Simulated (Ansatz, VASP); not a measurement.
# TiO2: VASP beside Ansatz

INCAR

```
SYSTEM = TiO2
ALGO = Normal
EDIFF = 1E-6
ENCUT = 910
GGA = PS
GGA_COMPAT = .FALSE.
ISIF = 2
ISMEAR = -1
ISPIN = 2
LASPH = .TRUE.
LCHARG = .FALSE.
LDAU = .TRUE.
LDAUJ = 0 0
LDAUL = 2 -1
LDAUPRINT = 1
LDAUTYPE = 2
LDAUU = 3.5 0
LMAXMIX = 4
LORBIT = 11
LREAL = .FALSE.
LWAVE = .FALSE.
MAGMOM = 1 1 0 0 0 0
NBANDS = 37
NELM = 200
PREC = Accurate
SIGMA = 0.1
```

The input KPOINTS:

```
k-points
0
G
  4 4 7
  0 0 0
```

The input POSCAR:

```
TiO2
1.0
    4.5941000000      0.0000000000      0.0000000000
    0.0000000000      4.5941000000      0.0000000000
    0.0000000000      0.0000000000      2.9589000000
Ti O
2 4
Direct
    0.0000000000      0.0000000000      0.0000000000
    0.5000000000      0.5000000000      0.5000000000
    0.3057000000      0.3057000000      0.0000000000
    0.1943000000      0.8057000000      0.5000000000
    0.6943000000      0.6943000000      0.0000000000
    0.8057000000      0.1943000000      0.5000000000
```

Input for Ansatz:

```yaml
crystal:
  lattice:
    - [4.5941, 0.0, 0.0]
    - [0.0, 4.5941, 0.0]
    - [0.0, 0.0, 2.9589]
  atoms:
    - { symbol: Ti, position: [0.0, 0.0, 0.0], spin: 1.0 }
    - { symbol: Ti, position: [0.5, 0.5, 0.5], spin: 1.0 }
    - { symbol: O, position: [0.3057, 0.3057, 0.0] }
    - { symbol: O, position: [0.1943, 0.8057, 0.5] }
    - { symbol: O, position: [0.6943, 0.6943, 0.0] }
    - { symbol: O, position: [0.8057, 0.1943, 0.5] }
magnetization:
  spin_polarized: true
hamiltonian:
  xc: pbesol
  pseudopotentials: { kind: paw }
  hubbard: { sites: [{ species: Ti, l: d, u_eff: 3.5 }] }
basis:
  ecutwfc: 420
kpoints:
  mp_grid: { grid: [4, 4, 7] }
scf:
  occupations: { method: fermi_dirac, width: 0.1 }
  lower_state_search: "off"
output:
  forces: true
  stress: true
```

Alike in both runs: task single point; functional PBEsol; k mesh 4 × 4 × 7; occupations fermi-dirac, width 0.1 eV; collinear spin; Hubbard terms Ti d U = 3.5 eV.

|  | VASP | Ansatz |
| --- | --- | --- |
| version | VASP 6.6.1 | Ansatz 0.2.0 |
| potentials or method | VASP PAW PBE potentials, release 64 (Ti_sv, O_h), cutoff 910 eV | PAW, plane waves, scalar-relativistic |
| valence electrons in the cell | 48 | 48 |

```csv
,VASP,Ansatz,Ansatz less VASP
rms of the force components (eV/Å),0.124,0.057,-0.0664
net moment per atom (μB),0.00,0.00,0.000
```

VASP's potentials were made for PBE, not for PBEsol. The programs project onto different local orbitals, so the same U acts differently, and such runs can settle in different states. Atom by atom the forces differ by 0.066 eV/Å (rms over components). Ansatz's warnings: seeded moment not kept.

Noted on VASP's run: the cutoff is short for stress, so the pressure is rough.
